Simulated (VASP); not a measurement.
Here is a VASP 6.6.1 calculation.

File INCAR:

```
  PREC = Accurate
  ENCUT = 520
  EDIFF = 1E-6
  ISMEAR = -1
  SIGMA = 0.1
  LREAL = F
  LASPH = T
  NELM = 150
  ALGO = Normal
  ISIF = 2
  LWAVE = F
  LCHARG = T
  ISPIN = 2
  MAGMOM = 5.2 0
  LORBIT = 11
  LMAXMIX = 4
  GGA = CA
  LELF = T
  LVHAR = T
  NBANDS = 20
```

KPOINTS

```
regular mesh
0
Gamma
  9 9 9
```

Contents of POSCAR:

```
MnSb
1.0
    0.0000000000      2.8043018357      2.8043018357
    2.8043018357      0.0000000000      2.8043018357
    2.8043018357      2.8043018357      0.0000000000
Mn Sb
1 1
Direct
    0.0000000000      0.0000000000      0.0000000000
    0.5000000000      0.5000000000      0.5000000000
```

Potentials or basis: VASP PAW LDA potentials, release 64 (Mn_pv, Sb).

Command:

```sh
$ cat potpaw_LDA.64/Mn_pv/POTCAR potpaw_LDA.64/Sb/POTCAR > POTCAR
$ mpirun -np 1 vasp_std > vasp.out
```

Task: What does it give for the pressure?

Result: -8.5 GPa.

Task: Predict the site moments.

Result: Mn +3.57; Sb -0.08 μB.

Task: Estimate the net moment.

Result: 3.68 μB per cell.

Caveat: the cell stands under tension; a cell with one magnetic atom can't hold antiferromagnetic order, which such compounds often take.
